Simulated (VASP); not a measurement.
# Rb (Im-3m) in VASP: single point with r2SCAN

Aim: the single point of Rb with r2SCAN.

Program: VASP 6.6.1. These are calculated values, not measurements. Logs are shortened: lines on timing, memory, paths and dates and some standing lists are left out, and cuts for length are marked.

## (1) The cell of the first run

Symmetry: Im-3m, No. 229, cubic system. Conventional cell: a = 5.659 Å, b = 5.659 Å, c = 5.659 Å, α = 90.00°, β = 90.00°, γ = 90.00°.

## (2) Single point, r2SCAN

Input file POSCAR:

```
Rb
1.0
   -2.8295466300      2.8295466300      2.8295466300
    2.8295466300     -2.8295466300      2.8295466300
    2.8295466300      2.8295466300     -2.8295466300
Rb
1
Direct
    0.0000000000      0.0000000000      0.0000000000
```

Input file INCAR.step1:

```
  PREC = Accurate
  ENCUT = 520
  ISMEAR = -1
  SIGMA = 0.1
  LREAL = False
  LASPH = True
  NELM = 100
  NBANDS = 10
  GGA = PE
  ALGO = Normal
  EDIFF = 1E-4
  LWAVE = True
  LCHARG = False
```

Input file INCAR.step2:

```
  PREC = Accurate
  ENCUT = 520
  EDIFF = 1E-7
  ISMEAR = -1
  SIGMA = 0.1
  LREAL = False
  LASPH = True
  NELM = 100
  ALGO = Normal
  ISIF = 2
  LWAVE = False
  LCHARG = False
  METAGGA = R2SCAN
  LMIXTAU = True
  NBANDS = 10
  ISTART = 1
```

Input file KPOINTS:

```
regular mesh
0
Gamma
  8 8 8
```

Potentials or basis: VASP PAW PBE potentials, release 64 (Rb_sv).

Run with:

```sh
$ cat potpaw_PBE.64/Rb_sv/POTCAR > POTCAR
$ cp INCAR.step1 INCAR
$ mpirun -np 1 vasp_std > vasp.out
$ cp INCAR.step2 INCAR
$ mpirun -np 1 vasp_std > vasp.out
```

OUTCAR:

```text
PREC = Accurate
   ENCUT = 520
   EDIFF = 1E-7
   ISMEAR = -1
   LREAL = False
   LASPH = True
   NELM = 100
   ISIF = 2
   METAGGA = R2SCAN
   ISTART = 1

 ion  position               nearest neighbor table
   1  0.000  0.000  0.000-

  LATTYP: Found a body centered cubic cell.
 ALAT       =     5.6590932600

  Lattice vectors:

 A1 = (  -2.8295466300,   2.8295466300,   2.8295466300)
 A2 = (   2.8295466300,  -2.8295466300,   2.8295466300)
 A3 = (   2.8295466300,   2.8295466300,  -2.8295466300)

Analysis of symmetry for initial positions (statically):
=====================================================================
 Subroutine PRICEL returns:
 Original cell was already a primitive cell.

 Routine SETGRP: Setting up the symmetry group for a
 body centered cubic supercell.

 Subroutine GETGRP returns: Found 48 space group operations
 (whereof 48 operations were pure point group operations)
 out of a pool of 48 trial point group operations.

The static configuration has the point symmetry O_h .

Analysis of symmetry for dynamics (positions and initial velocities):
=====================================================================
 Subroutine PRICEL returns:
 Original cell was already a primitive cell.

 Routine SETGRP: Setting up the symmetry group for a
 body centered cubic supercell.

 Subroutine GETGRP returns: Found 48 space group operations
 (whereof 48 operations were pure point group operations)
 out of a pool of 48 trial point group operations.

The dynamic configuration has the point symmetry O_h .

 Subroutine INISYM returns: Found 48 space group operations
 (whereof 48 operations are pure point group operations),
 and found     1 'primitive' translations

----------------------------------------------------------------------------------------

                                     Primitive cell

  volume of cell :      90.6172

  direct lattice vectors                    reciprocal lattice vectors
    -2.829546630  2.829546630  2.829546630     0.000000000  0.176706754  0.176706754
     2.829546630 -2.829546630  2.829546630     0.176706754  0.000000000  0.176706754
     2.829546630  2.829546630 -2.829546630     0.176706754  0.176706754  0.000000000

  length of vectors
     4.900918526  4.900918526  4.900918526     0.249901088  0.249901088  0.249901088

  position of ions in fractional coordinates (direct lattice)
     0.000000000  0.000000000  0.000000000

  ion indices of the primitive-cell ions
   primitive index   ion index
                 1           1

----------------------------------------------------------------------------------------

 KPOINTS: regular mesh

Automatic generation of k-mesh.
 Grid dimensions read from file:
 generate k-points for:    8    8    8

 Generating k-lattice:

  Cartesian coordinates                     Fractional coordinates (reciprocal lattice)
     0.000000000  0.022088344  0.022088344     0.125000000  0.000000000  0.000000000
     0.022088344  0.000000000  0.022088344     0.000000000  0.125000000  0.000000000
     0.022088344  0.022088344  0.000000000     0.000000000  0.000000000  0.125000000

  Length of vectors
     0.031237636  0.031237636  0.031237636

  Shift w.r.t. Gamma in fractional coordinates (k-lattice)
     0.000000000  0.000000000  0.000000000

 Subroutine IBZKPT returns following result:
 ===========================================

 Found     29 irreducible k-points:

 Following reciprocal coordinates:
            Coordinates               Weight
  0.000000  0.000000  0.000000      1.000000
  0.125000  0.000000  0.000000     12.000000
  0.250000  0.000000  0.000000     12.000000
  0.375000  0.000000  0.000000     12.000000
  0.500000  0.000000  0.000000      6.000000
  0.125000  0.125000  0.000000     24.000000
[... 16 lines left out ...]
 -0.250000  0.250000  0.250000      6.000000
 -0.375000  0.375000  0.250000     24.000000
 [... further k-points ...]
   k-points           NKPTS =     29   k-points in BZ     NKDIM =     29   number of bands    NBANDS=     10
   number of dos      NEDOS =    301   number of ions     NIONS =      1
   total plane-waves  NPLWV =  46656
   dimension x,y,z NGX =    36 NGY =   36 NGZ =   36
   dimension x,y,z NGXF=    72 NGYF=   72 NGZF=   72
   ions per type =               1
   NGX,Y,Z   is equivalent  to a cutoff of  12.21, 12.21, 12.21 a.u.
   NGXF,Y,Z  is equivalent  to a cutoff of  24.42, 24.42, 24.42 a.u.
 SYSTEM =  unknown system
   PREC   = accura    normal or accurate (medium, high low for compatibility)
   ISTART =      1    job   : 0-new  1-cont  2-samecut
   ICHARG =      0    charge: 1-file 2-atom 10-const
   ISPIN  =      1    spin polarized calculation?
   LNONCOLLINEAR =      F non collinear calculations
   LSORBIT =      F    spin-orbit coupling
   LASPH  =      T    aspherical Exc in radial PAW
   ENCUT  =  520.0 eV  38.22 Ry    6.18 a.u.   9.11  9.11  9.11*2*pi/ulx,y,z
   NELM   =    100;   NELMIN=  2; NELMDL=  0     # of ELM steps
   EDIFF  = 0.1E-06   stopping-criterion for ELM
   LREAL  =      F    real-space projection
   EDIFFG = 0.1E-05   stopping-criterion for IOM
   NSW    =      0    number of steps for IOM
   IBRION =     -1    ionic relax: 0-MD 1-quasi-New 2-CG
   NFREE  =      0    steps in history (QN), initial steepest desc. (CG)
   ISIF   =      2    stress and relaxation
   ISYM   =      2    0-nonsym 1-usesym 2-fastsym
   POTIM  = 0.5000    time-step for ionic-motion
   TEBEG  =    0.0;   TEEND  =   0.0 temperature during run
   PSTRESS=    0.0 pullay stress
   NELECT =       9.0000    total number of electrons
   NUPDOWN=      -1.0000    fix difference up-down
   EMIN   =  10.00;   EMAX   =-10.00  energy-range for DOS
   EFERMI =   0.00;   METHOD = LEGACY
   ISMEAR =    -1;   SIGMA  =   0.10  broadening in eV -4-tet -1-fermi 0-gaus
   EFERMI_NEDOS =   21; number of points for ismear=-14 and -15
   IALGO  =     38    algorithm
   IMIX   =      4    mixing-type and parameters
     AMIX     =   0.40;   BMIX     =  1.00
     AMIX_MAG =   1.60;   BMIX_MAG =  1.00
  volume/ion in A,a.u.               =      90.62       611.51
  Fermi-wavevector in a.u.,A,eV,Ry     =   0.758145  1.432686  7.820404  0.574784
  Thomas-Fermi vector in A             =   1.856650
   LORBIT       =      0    0 simple, 1 ext, 2 COOP (PROOUT), +10 PAW based schemes
   METAGGA = R2SCAN    functional components
   LHFCALC =     F    Hartree Fock is set to
   AEXX    =    0.0000 exact exchange contribution
   IVDW    =     0    specifies the selected vdW correction
   LEPSILON=     F    determine dielectric tensor
   LRPA    =     F    only Hartree local field effects (RPA)
 non-spin polarized calculation
  energy-cutoff  :      520.00
  volume of cell :       90.62
 maximum number of plane-waves:      2491
   NGX = 19   NGY = 19   NGZ = 19

 number of electron       9.0000000 magnetization

 Free energy of the ion-electron system (eV)
  ---------------------------------------------------
  ext. energy  EPLUGINS =         0.00000000
  ---------------------------------------------------
  free energy    TOTEN  =       -13.92873622 eV

  energy without entropy =      -13.89730932  energy(sigma->0) =      -13.91302277

 E-fermi :   0.0923     XC(G=0):  -5.7332

 val. band max:        0.0614030335   @ k =   0.2500   0.2500   0.0000
 cond. band min:       0.1863440063   @ k =  -0.3750   0.3750   0.2500
 fundamental gap:      0.1249409728
 Fermi energy:         0.0923437252

 k-point     1 :       0.0000    0.0000    0.0000
  band No.  band energies     occupation
      1     -29.9954      2.00000
      2     -13.4844      2.00000
      3     -13.4844      2.00000
      4     -13.4844      2.00000
      5      -2.0157      2.00000
      6       4.1983      0.00000
      7       4.1983      0.00000
      8       4.1983      0.00000
      9       5.1770      0.00000
     10       5.1770      0.00000

 k-point     2 :       0.1250    0.0000    0.0000
  band No.  band energies     occupation
      1     -29.9947      2.00000
      2     -13.4994      2.00000
      3     -13.4892      2.00000
      4     -13.4845      2.00000
      5      -1.8205      2.00000
      6       3.8047      0.00000
      7       3.9175      0.00000
      8       4.3771      0.00000
      9       4.8908      0.00000
     10       5.0878      0.00000

 k-point     3 :       0.2500    0.0000    0.0000
  band No.  band energies     occupation
      1     -29.9931      2.00000
      2     -13.5349      2.00000
      3     -13.5006      2.00000
      4     -13.4846      2.00000
      5      -1.2616      2.00000
      6       2.7655      0.00000
      7       3.4333      0.00000
      8       4.9018      0.00000
      9       4.9985      0.00000
     10       5.0343      0.00000

 k-point     4 :       0.3750    0.0000    0.0000
  band No.  band energies     occupation
      1     -29.9914      2.00000
      2     -13.5697      2.00000
      3     -13.5119      2.00000
      4     -13.4847      2.00000
      5      -0.4195      1.98810
      6       1.6949      0.00000
      7       3.0787      0.00000
      8       5.0226      0.00000
      9       5.2224      0.00000
     10       5.7348      0.00000
[... 222 lines left out ...]
 k-point    22 :       0.2500    0.2500    0.2500
  band No.  band energies     occupation
      1     -29.9905      2.00000
      2     -13.5330      2.00000
      3     -13.5330      2.00000
      4     -13.5330      2.00000
      5       1.4268      0.00000
      6       1.4268      0.00000
      7       1.4268      0.00000
      8       3.2860      0.00000
      9       5.9815      0.00000
     10       5.9815      0.00000

 k-point    23 :      -0.2500    0.2500    0.2500
  band No.  band energies     occupation
      1     -29.9910      2.00000
      2     -13.5365      2.00000
      3     -13.5180      2.00000
      4     -13.5180      2.00000
      5      -0.5723      1.99740
      6       2.5788      0.00000
      7       3.4367      0.00000
      8       3.4367      0.00000
      9       5.0507      0.00000
     10       5.1244      0.00000

 k-point    24 :      -0.3750    0.3750    0.2500
  band No.  band energies     occupation
      1     -29.9896      2.00000
      2     -13.5581      2.00000
      3     -13.5303      2.00000
      4     -13.5208      2.00000
      5       0.1863      0.56180
      6       1.8733      0.00000
      7       3.3204      0.00000
      8       3.3318      0.00000
      9       4.5476      0.00000
     10       5.7550      0.00000

 [... further k-points ...]

------------------------ aborting loop because EDIFF is reached ----------------------------------------

  FORCE on cell =-STRESS in cart. coord.  units (eV):
  Direction    XX          YY          ZZ          XY          YZ          ZX
  --------------------------------------------------------------------------------------
  -------------------------------------------------------------------------------------
  Total        0.0819875      0.0819875      0.0819875      0.0000000      0.0000000     -0.0000000
  in kB        1.4495990      1.4495990      1.4495990      0.0000000      0.0000000     -0.0000000
  external PRESSURE =       1.4495990 kB  Pullay stress =       0.0000000 kB

 VOLUME and BASIS-vectors are now :
 -----------------------------------------------------------------------------
  energy-cutoff  :      520.00
  volume of cell :       90.62
      direct lattice vectors                 reciprocal lattice vectors
    -2.829546630  2.829546630  2.829546630     0.000000000  0.176706754  0.176706754
     2.829546630 -2.829546630  2.829546630     0.176706754  0.000000000  0.176706754
     2.829546630  2.829546630 -2.829546630     0.176706754  0.176706754  0.000000000

 POSITION                                       TOTAL-FORCE (eV/Angst)
 -----------------------------------------------------------------------------------
      0.00000      0.00000      0.00000         0.000000     -0.000000      0.000000
 -----------------------------------------------------------------------------------
    total drift:                               -0.000000     -0.000000      0.000000

  FREE ENERGIE OF THE ION-ELECTRON SYSTEM (eV)
  ---------------------------------------------------
  free  energy   TOTEN  =       -13.9287362182 eV

  energy  without entropy=      -13.8973093162  energy(sigma->0) =      -13.91302277
```

Wall time 64 s (1 thread of AMD EPYC 9R45 (Zen 5), shared host); peak memory 0.19 GiB.

What came out:

| Item | Value |
| --- | --- |
| Free energy | -13.9287 eV |
| Pressure | 0.1 GPa |
| Band gap on the k mesh | zero (an odd number of electrons rules out a gap without spin polarisation) |

Caveat: the PAW data sets were made with another functional, which shifts forces and pressure a little.
